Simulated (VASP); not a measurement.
Write the native input for VASP 6.6.1 that does the following.

```yaml
Task: single point
Functional: PBE
Potentials_or_basis: VASP PAW PBE potentials, release 64 (C)
Cutoff: 520 eV
k_mesh: 9 × 9 × 1
Occupations: gaussian, width 0.05 eV
Spin: no spin polarisation
Dipole_correction: yes
Further_INCAR_settings: ALGO = Normal; EDIFF = 1e-06; NBANDS = 11; NELMDL = -8
```

The structure of C lies in POSCAR:

```
C
1.0
    2.4665518600      0.0000000000      0.0000000000
   -1.2332759300      2.1360965710      0.0000000000
    0.0000000000      0.0000000000     20.0000000000
C
2
Direct
    0.0000000000      0.0000000000      0.5000000000
    0.6666666667      0.3333333333      0.5000000000
```

These files were run (other wordings do the same):

INCAR

```
SYSTEM = C
ALGO = Normal ; DIPOL = 0.5 0.5 0.500
EDIFF = 1E-6 ; ENCUT = 520
GGA = PE ; GGA_COMPAT = .FALSE.
IDIPOL = 3 ; ISIF = 2
ISMEAR = 0 ; LASPH = .TRUE.
LCHARG = .FALSE. ; LDIPOL = .TRUE.
LREAL = .FALSE. ; LWAVE = .FALSE.
NBANDS = 11 ; NELM = 120
NELMDL = -8 ; PREC = Accurate
SIGMA = 0.05
```

KPOINTS

```
k-points
0
G
  9 9 1
  0 0 0
```

Potentials or basis: VASP PAW PBE potentials, release 64 (C).

Run with:

```console
$ cat potpaw_PBE.64/C/POTCAR > POTCAR
$ mpirun -np 1 vasp_std > vasp.out
```

Results of the run:

The band gap on the k mesh is zero (filled and empty bands touch).

It took 14 s on 1 thread of AMD EPYC 7R13 Processor (Zen 3), with other jobs on the host, peak memory 0.16 GiB.
